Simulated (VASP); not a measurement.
Crystal: GaN.

```
Ga N
1.0
     2.98064    0.00000    0.00000
    -1.49032    2.58131    0.00000
     0.00000    0.00000    2.68337
Ga N
1 1
Cartesian
  1.4903 0.8604 1.3417
  0.0000 0.0000 0.0000
```

Program: VASP 6.6.1. Alike in all runs: task single point; potentials or basis VASP PAW PBE potentials, release 64 (Ga_d, N); no spin polarisation; cell as given; cutoff (eV) 520; smearing fermi-dirac 0.05 eV.

Problem. Order these runs on this cell by their pressure, lowest first.
A. level B3LYP; k mesh 5 × 5 × 5; grid for exact exchange (PRECFOCK) Normal; share of exact exchange 0.2
B. level PBEsol; k mesh 10 × 10 × 10
C. level r2SCANh; k mesh 5 × 5 × 5; grid for exact exchange (PRECFOCK) Normal; share of exact exchange 0.1
D. level r2SCAN0; k mesh 5 × 5 × 5; grid for exact exchange (PRECFOCK) Normal; share of exact exchange 0.25

Solution. D (-13.7 GPa), C (-10.5 GPa), B (-6.2 GPa), A (-2.4 GPa).

Caveats: some runs use coarse meshes; the PAW data sets were made with another functional, which shifts forces and pressure a little; the cell stands under tension (at least some runs).
